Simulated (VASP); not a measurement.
# CdSe (F-43m) in VASP: notebook

The runs below take CdSe through single point, with PBE, PBEsol.

Everything below comes from runs of VASP 6.6.1. Logs are shortened: lines on timing, memory, paths and dates and some standing lists are left out, and cuts for length are marked.

## (1) The cell of the first run

It takes space group F-43m (No. 216, cubic). Conventional cell: a = 6.141 Å, b = 6.141 Å, c = 6.141 Å, α = 90.00°, β = 90.00°, γ = 90.00°. Cd (site symmetry -43m) has 4 Se at 2.66 Å within 3.5 Å. Se (site symmetry -43m) has 4 Cd at 2.66 Å within 3.5 Å.

## (2) Single point, PBE

Contents of INCAR:

```
SYSTEM = CdSe
ALGO     = Normal         ! electronic algorithm
EDIFF    = 1E-6           ! SCF threshold, eV
ENCUT    = 520            ! plane-wave cutoff, eV
GGA      = PE             ! functional
ISIF     = 2              ! what is computed and relaxed
ISMEAR   = -1             ! smearing method
LASPH    = .TRUE.         ! aspherical terms in the spheres
LCHARG   = .FALSE.        ! write CHGCAR
LREAL    = .FALSE.        ! projectors in reciprocal space
LWAVE    = .FALSE.        ! write WAVECAR
NBANDS   = 16             ! bands
NELM     = 80             ! most SCF steps
PREC     = Accurate       ! precision mode
SIGMA    = 0.03           ! smearing width, eV
```

Contents of KPOINTS:

```
k-points
0
G
  6 6 6
  0 0 0
```

Contents of POSCAR:

```
CdSe
1.0
    0.0000000000      3.0702711986      3.0702711986
    3.0702711986      0.0000000000      3.0702711986
    3.0702711986      3.0702711986      0.0000000000
Cd Se
1 1
Direct
    0.0000000000      0.0000000000      0.0000000000
    0.2500000000      0.2500000000      0.2500000000
```

Potentials or basis: VASP PAW PBE potentials, release 64 (Cd, Se).

Started as:

```bash
> cat potpaw_PBE.64/Cd/POTCAR potpaw_PBE.64/Se/POTCAR > POTCAR
> mpirun -np 1 vasp_std > vasp.out
```

OUTCAR:

```text
SYSTEM = CdSe
   EDIFF = 1E-6
   ENCUT = 520
   GGA = PE
   ISIF = 2
   ISMEAR = -1
   LASPH = .TRUE.
   LREAL = .FALSE.
   NELM = 80
   PREC = Accurate

 ion  position               nearest neighbor table
   1  0.000  0.000  0.000-   2 2.66   2 2.66   2 2.66   2 2.66
   2  0.250  0.250  0.250-   1 2.66   1 2.66   1 2.66   1 2.66

  LATTYP: Found a face centered cubic cell.
 ALAT       =     6.1405423972

  Lattice vectors:

 A1 = (   0.0000000000,   3.0702711986,   3.0702711986)
 A2 = (   3.0702711986,   0.0000000000,   3.0702711986)
 A3 = (   3.0702711986,   3.0702711986,   0.0000000000)

Analysis of symmetry for initial positions (statically):
=====================================================================
 Subroutine PRICEL returns:
 Original cell was already a primitive cell.

 Routine SETGRP: Setting up the symmetry group for a
 face centered cubic supercell.

 Subroutine GETGRP returns: Found 24 space group operations
 (whereof 24 operations were pure point group operations)
 out of a pool of 48 trial point group operations.

The static configuration has the point symmetry T_d .

Analysis of symmetry for dynamics (positions and initial velocities):
=====================================================================
 Subroutine PRICEL returns:
 Original cell was already a primitive cell.

 Routine SETGRP: Setting up the symmetry group for a
 face centered cubic supercell.

 Subroutine GETGRP returns: Found 24 space group operations
 (whereof 24 operations were pure point group operations)
 out of a pool of 48 trial point group operations.

The dynamic configuration has the point symmetry T_d .

 Subroutine INISYM returns: Found 24 space group operations
 (whereof 24 operations are pure point group operations),
 and found     1 'primitive' translations

----------------------------------------------------------------------------------------

                                     Primitive cell

  volume of cell :      57.8842

  direct lattice vectors                    reciprocal lattice vectors
     0.000000000  3.070271199  3.070271199    -0.162852063  0.162852063  0.162852063
     3.070271199  0.000000000  3.070271199     0.162852063 -0.162852063  0.162852063
     3.070271199  3.070271199  0.000000000     0.162852063  0.162852063 -0.162852063

  length of vectors
     4.342019169  4.342019169  4.342019169     0.282068048  0.282068048  0.282068048

  position of ions in fractional coordinates (direct lattice)
[... 68 lines left out ...]
   ENCUT  =  520.0 eV  38.22 Ry    6.18 a.u.   8.07  8.07  8.07*2*pi/ulx,y,z
   NELM   =     80;   NELMIN=  2; NELMDL= -5     # of ELM steps
   EDIFF  = 0.1E-05   stopping-criterion for ELM
   LREAL  =      F    real-space projection
   EDIFFG = 0.1E-04   stopping-criterion for IOM
   NSW    =      0    number of steps for IOM
   IBRION =     -1    ionic relax: 0-MD 1-quasi-New 2-CG
   NFREE  =      0    steps in history (QN), initial steepest desc. (CG)
   ISIF   =      2    stress and relaxation
   ISYM   =      2    0-nonsym 1-usesym 2-fastsym
   POTIM  = 0.5000    time-step for ionic-motion
   TEBEG  =    0.0;   TEEND  =   0.0 temperature during run
   PSTRESS=    0.0 pullay stress
   NELECT =      18.0000    total number of electrons
   NUPDOWN=      -1.0000    fix difference up-down
   EMIN   =  10.00;   EMAX   =-10.00  energy-range for DOS
   EFERMI =   0.00;   METHOD = LEGACY
   ISMEAR =    -1;   SIGMA  =   0.03  broadening in eV -4-tet -1-fermi 0-gaus
   EFERMI_NEDOS =   21; number of points for ismear=-14 and -15
   IALGO  =     38    algorithm
   IMIX   =      4    mixing-type and parameters
     AMIX     =   0.40;   BMIX     =  1.00
     AMIX_MAG =   1.60;   BMIX_MAG =  1.00
  volume/ion in A,a.u.               =      28.94       195.31
  Fermi-wavevector in a.u.,A,eV,Ry     =   1.109121  2.095935 16.737199  1.230149
  Thomas-Fermi vector in A             =   2.245657
   LORBIT       =      0    0 simple, 1 ext, 2 COOP (PROOUT), +10 PAW based schemes
   GGA     = PE    functional components
   LHFCALC =     F    Hartree Fock is set to
   AEXX    =    0.0000 exact exchange contribution
   IVDW    =     0    specifies the selected vdW correction
   LEPSILON=     F    determine dielectric tensor
   LRPA    =     F    only Hartree local field effects (RPA)
 non-spin polarized calculation
  energy-cutoff  :      520.00
  volume of cell :       57.88
 maximum number of plane-waves:      1588
   NGX = 17   NGY = 17   NGZ = 17

 number of electron      18.0000008 magnetization

 Free energy of the ion-electron system (eV)
  ---------------------------------------------------
  ext. energy  EPLUGINS =         0.00000000
  ---------------------------------------------------
  free energy    TOTEN  =        -5.48654669 eV

  energy without entropy =       -5.48654562  energy(sigma->0) =       -5.48654615

 E-fermi :   1.0125     XC(G=0):  -8.7551

 val. band max:        0.7221534987   @ k =   0.0000   0.0000   0.0000
 cond. band min:       1.2697579767   @ k =   0.0000   0.0000   0.0000
 fundamental gap:      0.5476044780
 Fermi energy:         1.0125448856

 k-point     1 :       0.0000    0.0000    0.0000
  band No.  band energies     occupation
      1     -11.7143      2.00000
      2      -7.1235      2.00000
      3      -7.1235      2.00000
      4      -7.1235      2.00000
      5      -6.7793      2.00000
      6      -6.7793      2.00000
[... 281 lines left out ...]
      3      -6.9333      2.00000
      4      -6.8367      2.00000
      5      -6.7535      2.00000
      6      -6.3571      2.00000
[... 8 lines left out ...]
     15      13.4472      0.00000
     16      13.5582      0.00000

------------------------ aborting loop because EDIFF is reached ----------------------------------------

  FORCE on cell =-STRESS in cart. coord.  units (eV):
  Direction    XX          YY          ZZ          XY          YZ          ZX
  --------------------------------------------------------------------------------------
  -------------------------------------------------------------------------------------
  Total        0.5710302      0.5710302      0.5710302      0.0000000     -0.0000000      0.0000000
  in kB       15.8055431     15.8055431     15.8055431      0.0000000     -0.0000000      0.0000000
  external PRESSURE =      15.8055431 kB  Pullay stress =       0.0000000 kB

 VOLUME and BASIS-vectors are now :
 -----------------------------------------------------------------------------
  energy-cutoff  :      520.00
  volume of cell :       57.88
      direct lattice vectors                 reciprocal lattice vectors
     0.000000000  3.070271199  3.070271199    -0.162852063  0.162852063  0.162852063
     3.070271199  0.000000000  3.070271199     0.162852063 -0.162852063  0.162852063
     3.070271199  3.070271199  0.000000000     0.162852063  0.162852063 -0.162852063

 POSITION                                       TOTAL-FORCE (eV/Angst)
 -----------------------------------------------------------------------------------
      0.00000      0.00000      0.00000        -0.000000      0.000000      0.000000
      1.53514      1.53514      1.53514         0.000000     -0.000000     -0.000000
 -----------------------------------------------------------------------------------
    total drift:                               -0.000001     -0.000001     -0.000000

  FREE ENERGIE OF THE ION-ELECTRON SYSTEM (eV)
  ---------------------------------------------------
  free  energy   TOTEN  =        -5.4865466870 eV

  energy  without entropy=       -5.4865456213  energy(sigma->0) =       -5.48654615
```

OSZICAR:

```text
N       E                     dE             d eps       ncg     rms          rms(c)
DAV:   1     0.104938981823E+03    0.10494E+03   -0.86990E+03   520   0.100E+03
DAV:   2    -0.197093565443E+01   -0.10691E+03   -0.10207E+03   624   0.245E+02
DAV:   3    -0.585140464634E+01   -0.38805E+01   -0.38749E+01   624   0.490E+01
DAV:   4    -0.586767044069E+01   -0.16266E-01   -0.16265E-01   656   0.310E+00
DAV:   5    -0.586777865890E+01   -0.10822E-03   -0.10822E-03   632   0.221E-01    0.586E+00
DAV:   6    -0.550694721487E+01    0.36083E+00   -0.54662E-01   728   0.868E+00    0.469E+00
DAV:   7    -0.548526045424E+01    0.21687E-01   -0.14090E-01   584   0.249E+00    0.204E+00
DAV:   8    -0.548622040179E+01   -0.95995E-03   -0.13104E-02   552   0.137E+00    0.248E-01
DAV:   9    -0.548642639826E+01   -0.20600E-03   -0.13937E-03   600   0.471E-01    0.468E-02
DAV:  10    -0.548649575950E+01   -0.69361E-04   -0.15213E-04   656   0.151E-01    0.435E-02
DAV:  11    -0.548654688383E+01   -0.51124E-04   -0.83776E-05   576   0.574E-02    0.164E-02
DAV:  12    -0.548654668699E+01    0.19684E-06   -0.17528E-06   576   0.157E-02
   1 F= -.54865467E+01 E0= -.54865462E+01  d E =-.106564E-05
```

Run time: 9.3 s. Hardware: 1 thread of Intel Xeon 6975P-C (Granite Rapids), shared host; peak memory 0.18 GiB.

Results:

| Property | Result |
| --- | --- |
| Free energy | -5.4865 eV |
| Pressure | 1.6 GPa |
| Band gap on the k mesh | 0.55 eV, direct |

## (3) Single point, PBE

Contents of INCAR:

```
SYSTEM = CdSe
PREC = Accurate ; ENCUT = 520
EDIFF = 1E-6 ; ISMEAR = 0
SIGMA = 0.025 ; LREAL = .False.
LASPH = .True. ; NELM = 80
ALGO = Normal ; ISIF = 2
LWAVE = .False. ; LCHARG = .True.
GGA = PE ; LELF = .True.
LVHAR = .True. ; NBANDS = 16
```

Contents of KPOINTS:

```
regular mesh
0
Gamma
  8 8 8
  0 0 0
```

POSCAR is that of step 2.

Potentials or basis: VASP PAW PBE potentials, release 64 (Cd, Se).

Started as:

```bash
> cat potpaw_PBE.64/Cd/POTCAR potpaw_PBE.64/Se/POTCAR > POTCAR
> mpirun -np 1 vasp_std > vasp.out
```

It took 14 s on 1 thread of Intel Xeon 6975P-C (Granite Rapids), shared host; peak memory 0.18 GiB.

It converged, with:

```
Free energy            : -5.4905 eV
Pressure               : 1.6 GPa
Band gap on the k mesh : 0.55 eV, direct
```

Levels at points of the mesh, in eV from the valence-band top:
```
           k point  band 7  band 8  band 9  band 10  band 11  band 12
(0.00, 0.00, 0.00)    0.00    0.00    0.00     0.55     5.93     5.93
(0.50, 0.00, 0.00)   -4.22   -0.71   -0.71     2.36     6.44     6.44
(0.50, 0.50, 0.00)   -3.95   -1.76   -1.76     3.19     3.73     8.98
```

## (4) Single point, PBE

Contents of INCAR:

```
PREC = Accurate
ENCUT = 520
EDIFF = 1E-6
ISMEAR = 0
SIGMA = 0.02
LREAL = False
LASPH = True
NELM = 80
ALGO = Normal
ISIF = 2
LWAVE = False
LCHARG = False
GGA = PE
NBANDS = 16
```

Contents of KPOINTS:

```
regular mesh
0
Gamma
  8 8 8
```

POSCAR is that of step 3.

Started as:

```bash
> cat potpaw_PBE.64/Cd/POTCAR potpaw_PBE.64/Se/POTCAR > POTCAR
> mpirun -np 1 vasp_std > vasp.out
```

Run time: 14 s. Hardware: 1 thread of Intel Xeon 6975P-C (Granite Rapids), shared host; peak memory 0.18 GiB.

It converged, with:

* Free energy: -5.4905 eV
* Pressure: 1.6 GPa
* Band gap on the k mesh: 0.55 eV, direct

Levels at points of the mesh, in eV from the valence-band top:
```
           k point  band 5  band 6  band 7  band 8  band 9  band 10  band 11  band 12  band 13  band 14
(0.00, 0.00, 0.00)   -7.50   -7.50    0.00    0.00    0.00     0.55     5.93     5.93     5.93     9.67
(0.50, 0.00, 0.00)   -7.48   -7.22   -4.22   -0.71   -0.71     2.36     6.44     6.44     7.34     9.97
(0.50, 0.50, 0.00)   -7.44   -7.16   -3.95   -1.76   -1.76     3.19     3.73     8.98    10.05    10.05
```

Expect the measured gap to be larger: semilocal functionals such as PBE lack the derivative discontinuity.

[end of part 1 of 2]
